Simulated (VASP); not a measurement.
A run of VASP 6.6.1 is set up as follows.

INCAR

```
SYSTEM = Nb
PREC = Accurate ; ENCUT = 520
EDIFF = 1E-6 ; ISMEAR = 0
SIGMA = 0.05 ; LREAL = .FALSE.
LASPH = .TRUE. ; NELM = 60
ALGO = Normal ; ISIF = 2
LWAVE = .FALSE. ; LCHARG = .TRUE.
GGA = PE ; LELF = .TRUE.
LVHAR = .TRUE. ; NBANDS = 12
```

Contents of KPOINTS:

```
Automatic mesh
0
G
  8 8 8
  0 0 0
```

Contents of POSCAR:

```
Nb
1.0
   -1.6500000000      1.6500000000      1.6500000000
    1.6500000000     -1.6500000000      1.6500000000
    1.6500000000      1.6500000000     -1.6500000000
Nb
1
Direct
    0.0000000000      0.0000000000      0.0000000000
```

Potentials or basis: VASP PAW PBE potentials, release 64 (Nb_sv).

Command:

```sh
$ cat potpaw_PBE.64/Nb_sv/POTCAR > POTCAR
$ mpirun -np 1 vasp_std > vasp.out
```

Problem. Predict the pressure.

Solution. 1.7 GPa.
